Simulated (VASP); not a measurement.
Here is a VASP 6.6.1 calculation.

INCAR

```
SYSTEM = Tc
PREC = Accurate
ENCUT = 500
EDIFF = 1E-6
ISMEAR = -1
SIGMA = 0.1
LREAL = .False.
LASPH = .True.
NELM = 120
ALGO = Normal
ISIF = 2
LWAVE = .False.
LCHARG = .False.
GGA = PE
NBANDS = 12
GGA_COMPAT = .False.
```

File KPOINTS:

```
Automatic mesh
0
Gamma
  4 4 4
  0 0 0
```

File POSCAR:

```
Tc
1.0
   -1.9358413410      0.0000000000      1.9358413410
    0.0000000000      1.9358413410      1.9358413410
   -1.9358413410      1.9358413410      0.0000000000
Tc
1
Direct
    0.0000000000      0.0000000000      0.0000000000
```

Potentials or basis: VASP PAW PBE potentials, release 64 (Tc_pv).

Command:

```console
$ cat potpaw_PBE.64/Tc_pv/POTCAR > POTCAR
$ mpirun -np 1 vasp_std > vasp.out
```

(1) Estimate the pressure.

Answers

(1) 3.5 GPa.

Caveat: the k points lie up to 0.70 Å⁻¹ apart.
